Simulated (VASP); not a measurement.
# WC (P1) in VASP: a series of runs

The runs below take WC through single point, with PBEsol.

All numbers are computed with VASP 6.6.1; they aren't measurements. Logs are shortened: lines on timing, memory, paths and dates and some standing lists are left out, and cuts for length are marked.

**1. The cell of the first run**

The typed cell holds 2 atoms: a = 2.901 Å, b = 2.938 Å, c = 2.830 Å, α = 90.62°, β = 91.71°, γ = 121.27°.

**2. Single point, PBEsol (equal xy, yz and zx shear strains of -3 %)**

The input, INCAR:

```
  ALGO = Normal
  EDIFF = 1E-7
  ENCUT = 520
  GGA = PS
  ISIF = 2
  ISMEAR = -1
  LASPH = T
  LCHARG = F
  LREAL = F
  LWAVE = F
  NBANDS = 16
  NELM = 60
  PREC = Accurate
  SIGMA = 0.05
```

The input, KPOINTS:

```
k-points
0
Gamma
  13 13 12
```

The input, POSCAR:

```
WC
1.0
    2.9005014360     -0.0435075215     -0.0435075215
   -1.4879293369      2.5336616881     -0.0159248581
   -0.0424350000     -0.0424350000      2.8290000000
W C
1 1
Direct
    0.0000000000      0.0000000000      0.0000000000
    0.6666666667      0.3333333333      0.5000000000
```

Potentials or basis: VASP PAW PBE potentials, release 64 (W_sv, C).

Command:

```
$ cat potpaw_PBE.64/W_sv/POTCAR potpaw_PBE.64/C/POTCAR > POTCAR
$ mpirun -np 1 vasp_std > vasp.out
```

OUTCAR:

```text
EDIFF = 1E-7
   ENCUT = 520
   GGA = PS
   ISIF = 2
   ISMEAR = -1
   LASPH = T
   LREAL = F
   NELM = 60
   PREC = Accurate

 ion  position               nearest neighbor table
   1  0.000  0.000  0.000-   2 2.13   2 2.16   2 2.20   2 2.22   2 2.22   2 2.22
   2  0.667  0.333  0.500-   1 2.13   1 2.16   1 2.20   1 2.22   1 2.22   1 2.22

  LATTYP: Found a triclinic cell.
 ALAT       =     2.9383037390
 B/A-ratio  =     1.7101520239
 C/A-ratio  =     1.3995971528
 COS(alpha) =     0.0005175700
 COS(beta)  =     0.3588213562
 COS(gamma) =     0.8697686736

  Lattice vectors:

 A1 = (   1.4879293369,  -2.5336616881,   0.0159248581)
 A2 = (   0.0753572378,  -5.0238158547,   0.0753572377)
 A3 = (   2.9429364360,  -0.0010725215,  -2.8725075215)

Analysis of symmetry for initial positions (statically):
=====================================================================
 Subroutine PRICEL returns:
 Original cell was already a primitive cell.

 Routine SETGRP: Setting up the symmetry group for a
 triclinic supercell.

 Subroutine GETGRP returns: Found  1 space group operations
 (whereof  1 operations were pure point group operations)
 out of a pool of  2 trial point group operations.

The static configuration has the point symmetry C_1 .

Analysis of symmetry for dynamics (positions and initial velocities):
=====================================================================
 Subroutine PRICEL returns:
 Original cell was already a primitive cell.

 Routine SETGRP: Setting up the symmetry group for a
 triclinic supercell.

 Subroutine GETGRP returns: Found  1 space group operations
 (whereof  1 operations were pure point group operations)
 out of a pool of  2 trial point group operations.

The dynamic configuration has the point symmetry C_1 .

 Subroutine INISYM returns: Found  1 space group operations
 (whereof  1 operations are pure point group operations),
 and found     1 'primitive' translations

----------------------------------------------------------------------------------------

                                     Primitive cell

  volume of cell :      20.5975

  direct lattice vectors                    reciprocal lattice vectors
[... 82 lines left out ...]
   LNONCOLLINEAR =      F non collinear calculations
   LSORBIT =      F    spin-orbit coupling
   LASPH  =      T    aspherical Exc in radial PAW
   ENCUT  =  520.0 eV  38.22 Ry    6.18 a.u.   5.39  5.46  5.26*2*pi/ulx,y,z
   NELM   =     60;   NELMIN=  2; NELMDL= -5     # of ELM steps
   EDIFF  = 0.1E-06   stopping-criterion for ELM
   LREAL  =      F    real-space projection
   EDIFFG = 0.1E-05   stopping-criterion for IOM
   NSW    =      0    number of steps for IOM
   IBRION =     -1    ionic relax: 0-MD 1-quasi-New 2-CG
   NFREE  =      0    steps in history (QN), initial steepest desc. (CG)
   ISIF   =      2    stress and relaxation
   ISYM   =      2    0-nonsym 1-usesym 2-fastsym
   POTIM  = 0.5000    time-step for ionic-motion
   TEBEG  =    0.0;   TEEND  =   0.0 temperature during run
   PSTRESS=    0.0 pullay stress
   NELECT =      18.0000    total number of electrons
   NUPDOWN=      -1.0000    fix difference up-down
   EMIN   =  10.00;   EMAX   =-10.00  energy-range for DOS
   EFERMI =   0.00;   METHOD = LEGACY
   ISMEAR =    -1;   SIGMA  =   0.05  broadening in eV -4-tet -1-fermi 0-gaus
   EFERMI_NEDOS =   21; number of points for ismear=-14 and -15
   IALGO  =     38    algorithm
   IMIX   =      4    mixing-type and parameters
     AMIX     =   0.40;   BMIX     =  1.00
     AMIX_MAG =   1.60;   BMIX_MAG =  1.00
  volume/ion in A,a.u.               =      10.30        69.50
  Fermi-wavevector in a.u.,A,eV,Ry     =   1.565169  2.957740 33.330912  2.449753
  Thomas-Fermi vector in A             =   2.667685
   LORBIT       =      0    0 simple, 1 ext, 2 COOP (PROOUT), +10 PAW based schemes
   GGA     = PS    functional components
   LHFCALC =     F    Hartree Fock is set to
   AEXX    =    0.0000 exact exchange contribution
   IVDW    =     0    specifies the selected vdW correction
   LEPSILON=     F    determine dielectric tensor
   LRPA    =     F    only Hartree local field effects (RPA)
 non-spin polarized calculation
  energy-cutoff  :      520.00
  volume of cell :       20.60
 maximum number of plane-waves:       571
 NGX is ok and might be reduce to    24
   NGX = 11   NGY = 11   NGZ = 11

 number of electron      18.0000000 magnetization

 Free energy of the ion-electron system (eV)
  ---------------------------------------------------
  ext. energy  EPLUGINS =         0.00000000
  ---------------------------------------------------
  free energy    TOTEN  =       -23.84809387 eV

  energy without entropy =      -23.84592487  energy(sigma->0) =      -23.84700937

 E-fermi :  11.0555     XC(G=0): -13.9674

 val. band max:       11.0532181563   @ k =  -0.1538   0.0769   0.4167
 cond. band min:      11.0563470184   @ k =   0.0769   0.4615   0.4167
 fundamental gap:      0.0031288621
 Fermi energy:        11.0554763815

 k-point     1 :       0.0000    0.0000    0.0000
  band No.  band energies     occupation
      1     -62.8713      2.00000
      2     -26.8597      2.00000
      3     -26.7851      2.00000
      4     -26.7243      2.00000
      5      -3.4456      2.00000
      6       6.6725      2.00000
[... 433 lines left out ...]
      3     -26.9852      2.00000
      4     -26.7673      2.00000
      5      -0.9528      2.00000
      6       4.7949      2.00000
[... 8 lines left out ...]
     15      26.1006      0.00000
     16      28.2378      0.00000

 [... further k-points ...]

------------------------ aborting loop because EDIFF is reached ----------------------------------------

  FORCE on cell =-STRESS in cart. coord.  units (eV):
  Direction    XX          YY          ZZ          XY          YZ          ZX
  --------------------------------------------------------------------------------------
  -------------------------------------------------------------------------------------
  Total        0.1912696      0.2184114      0.2055389      1.0213731      1.2797184      1.2823936
  in kB       14.8779435     16.9891726     15.9878827     79.4477178     99.5431602     99.7512511
  external PRESSURE =      15.9516663 kB  Pullay stress =       0.0000000 kB

 VOLUME and BASIS-vectors are now :
 -----------------------------------------------------------------------------
  energy-cutoff  :      520.00
  volume of cell :       20.60
      direct lattice vectors                 reciprocal lattice vectors
     2.900501436 -0.043507522 -0.043507522     0.347958185  0.204395534  0.008285306
    -1.487929337  2.533661688 -0.015924858     0.006065265  0.398285722  0.006065265
    -0.042435000 -0.042435000  2.829000000     0.005385432  0.005385432  0.353643359

 POSITION                                       TOTAL-FORCE (eV/Angst)
 -----------------------------------------------------------------------------------
      0.00000      0.00000      0.00000        -0.225576     -0.000586     -0.057984
      1.41647      0.79433      1.38019         0.225576      0.000586      0.057984
 -----------------------------------------------------------------------------------
    total drift:                                0.000010     -0.000029     -0.000002

  FREE ENERGIE OF THE ION-ELECTRON SYSTEM (eV)
  ---------------------------------------------------
  free  energy   TOTEN  =       -23.8480938650 eV

  energy  without entropy=      -23.8459248651  energy(sigma->0) =      -23.84700937
```

OSZICAR:

```text
N       E                     dE             d eps       ncg     rms          rms(c)
DAV:   1     0.109370818644E+03    0.10937E+03   -0.93765E+03 32528   0.125E+03
DAV:   2    -0.235016328628E+02   -0.13287E+03   -0.12834E+03 38456   0.338E+02
DAV:   3    -0.267421087003E+02   -0.32405E+01   -0.32293E+01 36232   0.501E+01
DAV:   4    -0.267588943370E+02   -0.16786E-01   -0.16785E-01 42112   0.405E+00
DAV:   5    -0.267590152716E+02   -0.12093E-03   -0.12094E-03 36184   0.326E-01    0.336E+01
DAV:   6    -0.239462163841E+02    0.28128E+01   -0.53364E+00 40360   0.250E+01    0.936E+00
DAV:   7    -0.238816074435E+02    0.64609E-01   -0.38349E-01 34176   0.477E+00    0.641E+00
DAV:   8    -0.238491911581E+02    0.32416E-01   -0.63255E-02 38248   0.203E+00    0.921E-01
DAV:   9    -0.238482420521E+02    0.94911E-03   -0.27583E-03 35992   0.397E-01    0.115E-01
DAV:  10    -0.238480951835E+02    0.14687E-03   -0.28422E-04 40816   0.200E-01    0.483E-02
DAV:  11    -0.238480946245E+02    0.55905E-06   -0.14062E-05 37392   0.352E-02    0.788E-03
DAV:  12    -0.238480938946E+02    0.72990E-06   -0.22560E-06 36368   0.122E-02    0.101E-03
DAV:  13    -0.238480938650E+02    0.29518E-07   -0.98846E-08 28672   0.264E-03
   1 F= -.23848094E+02 E0= -.23847009E+02  d E =-.216900E-02
```

stdout:

```text
POSCAR found type information on POSCAR W C
 POSCAR found :  2 types and       2 ions
 scaLAPACK will be used
 -----------------------------------------------------------------------------
|                                                                             |
|                                                                             |
|     You enforced a specific xc type in the INCAR file but a different       |
|     I HOPE YOU KNOW WHAT YOU ARE DOING!                                     |
|                                                                             |
 -----------------------------------------------------------------------------

 LDA part: xc-table for (Slater+PW92), standard interpolation
 POSCAR, INCAR and KPOINTS ok, starting setup
 FFT: planning ... GRIDC
 FFT: planning ... GRID_SOFT
 FFT: planning ... GRID
 WAVECAR not read
 entering main loop
```

Wall time 4.1 min (1 thread of AMD EPYC 7R43 (Zen 3), shared host); peak memory 0.38 GiB.

What came out:

```yaml
Free_energy: -23.8481 eV
Pressure: 1.6 GPa
Largest_force: 0.233 eV/Å
Band_gap_on_the_k_mesh: zero (bands 9 and 10 overlap by 1.16 eV)
```

Forces on the atoms (eV/Å):
```
W   -0.226 -0.001 -0.058
C    0.226  0.001  0.058
```

Caveat: the cell differs from its parent crystal (equal xy, yz and zx shear strains of -3 %); the PAW data sets were made with another functional, which shifts forces and pressure a little; spin-orbit coupling is left out, which moves the levels of the heavy elements.

[end of part 1 of 2]
